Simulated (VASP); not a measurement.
# Ba (Fm-3m) in VASP: notebook, part 3 of 3

VASP 6.6.1. The steps go on from the part before.

## 6. Single point, LDA

This run uses another cell than the first one, of 64.86 Å³/atom, 1.135 times its volume.

INCAR

```
  ALGO = Fast
  EDIFF = 1E-6
  ENCUT = 520
  GGA = CA
  ISIF = 2
  ISMEAR = 1
  LASPH = True
  LCHARG = False
  LREAL = False
  LWAVE = False
  NBANDS = 11
  NELM = 100
  PREC = Accurate
  SIGMA = 0.05
```

KPOINTS

```
k-points
0
Gamma
  7 7 7
```

POSCAR

```
Ba
1.0
    0.0000000000      3.1889749849      3.1889749849
    3.1889749849      0.0000000000      3.1889749849
    3.1889749849      3.1889749849      0.0000000000
Ba
1
Direct
    0.0000000000      0.0000000000      0.0000000000
```

Potentials or basis: VASP PAW LDA potentials, release 64 (Ba_sv).

On the command line:

```sh
> cat potpaw_LDA.64/Ba_sv/POTCAR > POTCAR
> mpirun -np 1 vasp_std > vasp.out
```

OUTCAR:

```text
EDIFF = 1E-6
   ENCUT = 520
   GGA = CA
   ISIF = 2
   ISMEAR = 1
   LASPH = True
   LREAL = False
   NELM = 100
   PREC = Accurate

 ion  position               nearest neighbor table
   1  0.000  0.000  0.000-

  LATTYP: Found a face centered cubic cell.
 ALAT       =     6.3779499698

  Lattice vectors:

 A1 = (   0.0000000000,   3.1889749849,   3.1889749849)
 A2 = (   3.1889749849,   0.0000000000,   3.1889749849)
 A3 = (   3.1889749849,   3.1889749849,   0.0000000000)

Analysis of symmetry for initial positions (statically):
=====================================================================
 Subroutine PRICEL returns:
 Original cell was already a primitive cell.

 Routine SETGRP: Setting up the symmetry group for a
 face centered cubic supercell.

 Subroutine GETGRP returns: Found 48 space group operations
[... 9 lines left out ...]

 Routine SETGRP: Setting up the symmetry group for a
 face centered cubic supercell.

 Subroutine GETGRP returns: Found 48 space group operations
[... 11 lines left out ...]
                                     Primitive cell

  volume of cell :      64.8610

[... 137 lines left out ...]

 k-point     1 :       0.0000    0.0000    0.0000
  band No.  band energies     occupation
      1     -27.5153      2.00000
      2     -12.4974      2.00000
      3     -12.4974      2.00000
      4     -12.4974      2.00000
      5      -1.4071      2.00000
      6       3.0542      0.00000
      7       3.0542      0.00000
      8       3.0542      0.00000
      9       4.5617      0.00000
     10       4.5617      0.00000
     11       7.3547      0.00000
[... 253 lines left out ...]
 k-point    20 :      -0.2857    0.4286    0.1429
  band No.  band energies     occupation
      1     -27.4686      2.00000
      2     -12.7938      2.00000
      3     -12.7683      2.00000
      4     -12.6350      2.00000
      5       1.3479      0.85524
      6       1.7174     -0.00000
      7       2.2677     -0.00000
      8       3.7244      0.00000
      9       5.6452      0.00000
     10       6.0109      0.00000
     11       7.4132      0.00000

------------------------ aborting loop because EDIFF is reached ----------------------------------------

  FORCE on cell =-STRESS in cart. coord.  units (eV):
  Direction    XX          YY          ZZ          XY          YZ          ZX
  --------------------------------------------------------------------------------------
  -------------------------------------------------------------------------------------
  Total       -0.5089872     -0.5089872     -0.5089872     -0.0000000     -0.0000000      0.0000000
  in kB      -12.5728602    -12.5728602    -12.5728602     -0.0000000     -0.0000000      0.0000000
  external PRESSURE =     -12.5728602 kB  Pullay stress =       0.0000000 kB

 VOLUME and BASIS-vectors are now :
 -----------------------------------------------------------------------------
  energy-cutoff  :      520.00
  volume of cell :       64.86
      direct lattice vectors                 reciprocal lattice vectors
     0.000000000  3.188974985  3.188974985    -0.156790192  0.156790192  0.156790192
     3.188974985  0.000000000  3.188974985     0.156790192 -0.156790192  0.156790192
     3.188974985  3.188974985  0.000000000     0.156790192  0.156790192 -0.156790192

 POSITION                                       TOTAL-FORCE (eV/Angst)
 -----------------------------------------------------------------------------------
      0.00000      0.00000      0.00000        -0.000000      0.000000      0.000000
 -----------------------------------------------------------------------------------
    total drift:                               -0.000000      0.000000      0.000000

  FREE ENERGIE OF THE ION-ELECTRON SYSTEM (eV)
  ---------------------------------------------------
  free  energy   TOTEN  =        -2.1856324845 eV

  energy  without entropy=       -2.1842689088  energy(sigma->0) =       -2.18517796
```

OSZICAR:

```text
N       E                     dE             d eps       ncg     rms          rms(c)
DAV:   1     0.554604324263E+02    0.55460E+02   -0.42790E+03   440   0.750E+02
DAV:   2     0.594647856161E+00   -0.54866E+02   -0.53547E+02   548   0.134E+02
DAV:   3    -0.207541487018E+01   -0.26701E+01   -0.26477E+01   568   0.316E+01
DAV:   4    -0.219059905843E+01   -0.11518E+00   -0.11500E+00   604   0.568E+00
DAV:   5    -0.219225627034E+01   -0.16572E-02   -0.16572E-02   588   0.562E-01    0.159E+00
RMM:   6    -0.218804540787E+01    0.42109E-02   -0.25452E-03   456   0.504E-01    0.948E-01
RMM:   7    -0.218543158547E+01    0.26138E-02   -0.65605E-03   494   0.800E-01    0.338E-02
RMM:   8    -0.218561607130E+01   -0.18449E-03   -0.14803E-03   627   0.180E-01    0.306E-02
RMM:   9    -0.218563181484E+01   -0.15744E-04   -0.11274E-04   642   0.471E-02    0.258E-02
RMM:  10    -0.218563431802E+01   -0.25032E-05   -0.43628E-05   568   0.516E-02    0.194E-02
RMM:  11    -0.218563222359E+01    0.20944E-05   -0.12237E-05   603   0.218E-02    0.270E-03
RMM:  12    -0.218563248448E+01   -0.26089E-06   -0.20679E-06   375   0.781E-03
   1 F= -.21856325E+01 E0= -.21851780E+01  d E =-.136358E-02
```

It took 6.5 s on 1 thread of Intel Xeon 6975P-C (Granite Rapids), shared host; peak memory 0.16 GiB.

Results:

```yaml
Free_energy: -2.1856 eV
Pressure: -1.3 GPa
Band_gap_on_the_k_mesh: zero (band 5 reaches 1.35 eV, above the bottom of band 6 at 1.25 eV)
```

Caveat: spin-orbit coupling is left out, which moves the levels of the heavy elements.

## 7. The runs side by side

| task | level | potentials or basis | spin | cell | k mesh | cutoff (eV) | smearing | gap on the mesh (eV) | pressure (GPa) | moment (μB) |
| --- | --- | --- | --- | --- | --- | --- | --- | --- | --- | --- |
| single point | PBEsol+D4 | VASP PAW PBE potentials, release 64 (Ba_sv) | non-collinear, typed start | a = 4.323 Å, angles 60.0°, 1 atom | 5 × 5 × 5 | 520 | fermi-dirac 0.01 eV | none | 0.1 | 0.10 |
| relaxation of cell and atoms | PBEsol+D4 | VASP PAW PBE potentials, release 64 (Ba_sv) | non-collinear, typed start | relaxed from a = 4.572 Å, angles 60.0°, 1 atom | 5 × 5 × 5 | 600 | fermi-dirac 0.01 eV | none | 0.0 | 0.00 |
| single point | LDA | VASP PAW LDA potentials, release 64 (Ba_sv) | collinear, ferromagnetic start | a = 4.572 Å, angles 60.0°, 1 atom | 7 × 7 × 7 | 520 | fermi-dirac 0.01 eV | none | -1.5 | 0.08 |
| single point | LDA | VASP PAW LDA potentials, release 64 (Ba_sv) | off | a = 4.478 Å, angles 60.0°, 1 atom | 7 × 7 × 7 | 520 | methfessel-paxton 0.05 eV | none | -1.1 | - |
| single point | LDA | VASP PAW LDA potentials, release 64 (Ba_sv) | off | a = 4.510 Å, angles 60.0°, 1 atom | 7 × 7 × 7 | 520 | methfessel-paxton 0.05 eV | none | -1.3 | - |

Caveats: spin-orbit coupling is left out, which moves the levels of the heavy elements; the PAW data sets were made with another functional, which shifts forces and pressure a little (some runs); pairwise dispersion overbinds metals, which lowers pressure and volume (some runs).

Total energies depend on the potentials used, so only differences within one code and one set of settings carry meaning.
